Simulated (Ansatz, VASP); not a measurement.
**C: VASP beside Ansatz**

```
CELL_PARAMETERS angstrom
3.42863 -1.22854 0.00000
3.42863 1.22854 0.00000
0.00000 0.00000 4.25637
ATOMIC_POSITIONS crystal
C 0.00001 0.99999 0.16688
C 0.49999 0.50001 0.66688
C 0.99999 0.00001 0.83312
C 0.50001 0.49999 0.33312
```

Alike in both runs: functional r2SCAN; k mesh 6 × 6 × 4; occupations gaussian, width 0.1 eV; no spin polarisation.

Ansatz relaxed the structure, and its values are those at the end. VASP's run is a single point on that final structure, the one shown.

|  | VASP | Ansatz |
| --- | --- | --- |
| version | VASP 6.6.1 | Ansatz 0.2.0 |
| potentials or method | VASP PAW PBE potentials, release 64 (C), cutoff 520 eV | scalar-relativistic, plane waves, PAW |
| valence electrons in the cell | 16 | 16 |

Ansatz gave:

```
gap on the k mesh at the Fermi level (eV) : 0.21
least direct gap on the mesh (eV)         : 0.40
pressure (GPa)                            : -0.1
```

Estimate VASP's values.

gap on the k mesh at the Fermi level (eV): 0.21; least direct gap on the mesh (eV): 0.40; pressure (GPa): 0.6.

VASP's potentials were made for PBE, not for r2SCAN.

The k mesh is coarse, so the values compare programs but aren't converged.
